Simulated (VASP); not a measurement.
**CsBa3: single point with PBE**

The system is CsBa3.

```
Ba Cs
1.0
     0.00000    5.32571    5.22128
     5.32571    0.00000    5.22128
     5.32571    5.32571    0.00000
Ba Cs
3 1
Cartesian
  5.3257 5.3257 5.2213
  7.9886 7.9886 7.8319
  2.6629 2.6629 2.6106
  0.0000 0.0000 0.0000
```

```json
{
 "Program": "VASP 6.6.1",
 "Task": "single point",
 "Functional": "PBE",
 "Potentials or basis": "VASP PAW PBE potentials, release 64 (Ba_sv, Cs_sv)",
 "Cutoff": "520 eV",
 "k mesh": "4 × 4 × 4",
 "Occupations": "fermi-dirac, width 0.05 eV",
 "Spin": "no spin polarisation"
}
```

| Item | Value |
| --- | --- |
| Pressure | -0.1 GPa |
| Band gap on the k mesh | zero (an odd number of electrons rules out a gap without spin polarisation) |

Levels at points of the mesh, in eV from the Fermi level:
| k point | band 16 | band 17 | band 18 | band 19 | band 20 | band 21 | band 22 | band 23 | band 24 | band 25 |
| --- | --- | --- | --- | --- | --- | --- | --- | --- | --- | --- |
| (0.00, 0.00, 0.00) | -9.70 | -2.46 | -0.23 | -0.20 | 0.54 | 0.54 | 0.57 | 0.57 | 0.59 | 0.60 |
| (0.50, 0.00, 0.00) | -9.70 | -1.28 | -1.03 | 0.33 | 0.35 | 0.37 | 0.41 | 0.45 | 0.77 | 0.80 |
| (0.50, 0.50, 0.00) | -9.70 | -0.86 | -0.82 | -0.73 | -0.40 | 0.70 | 0.83 | 0.83 | 1.00 | 1.00 |
| (0.50, 0.00, 0.50) | -9.70 | -0.89 | -0.88 | -0.70 | -0.42 | 0.67 | 0.74 | 0.75 | 1.04 | 1.07 |

It took 65 s on 1 thread of AMD EPYC 9R45 96-Core Processor (Zen 5), on a shared host, peak memory 0.43 GiB.

Caveat: spin-orbit coupling is left out, which moves the levels of the heavy elements.
